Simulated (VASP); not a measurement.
## TiB2: single point with PBE-based global hybrid

Crystal: TiB2.

```
CELL_PARAMETERS angstrom
3.02920 0.00000 0.00000
-1.51460 2.62336 0.00000
0.00000 0.00000 3.22840
ATOMIC_POSITIONS crystal
Ti 0.00000 0.00000 0.00000
B 0.66667 0.33333 0.50000
B 0.33333 0.66667 0.50000
```

```yaml
Program: VASP 6.6.1
Task: single point
Functional: PBE-based global hybrid
Potentials_or_basis: VASP PAW PBE potentials, release 64 (Ti_sv, B)
Cutoff: 520 eV
k_mesh: 6 × 6 × 5
Occupations: fermi-dirac, width 0.05 eV
Spin: no spin polarisation
```

```yaml
Pressure: -10.0 GPa
Band_gap_on_the_k_mesh: zero (band 9 reaches 11.33 eV, above the bottom of band 10 at 10.90 eV)
```

Stress tensor (GPa, compression positive):
```
 -9.50   0.00   0.00
  0.00  -9.50   0.00
  0.00   0.00 -11.11
```

Levels at points of the mesh, in eV from the Fermi level:
```
           k point  band 6  band 7  band 8  band 9  band 10  band 11  band 12  band 13
(0.00, 0.00, 0.00)   -5.16   -5.16   -4.97   -4.30     3.40     3.40     5.36     5.36
(0.50, 0.00, 0.00)  -13.80   -6.08   -5.80   -4.47     2.54     4.17     4.43     5.02
```

Wall time 23 min on 1 thread of Intel(R) Xeon(R) Platinum 8488C (Sapphire Rapids) (shared host), peak memory 0.16 GiB.

Caveat: the k points lie up to 0.40 Å⁻¹ apart; the PAW data sets were made with another functional, which shifts forces and pressure a little.
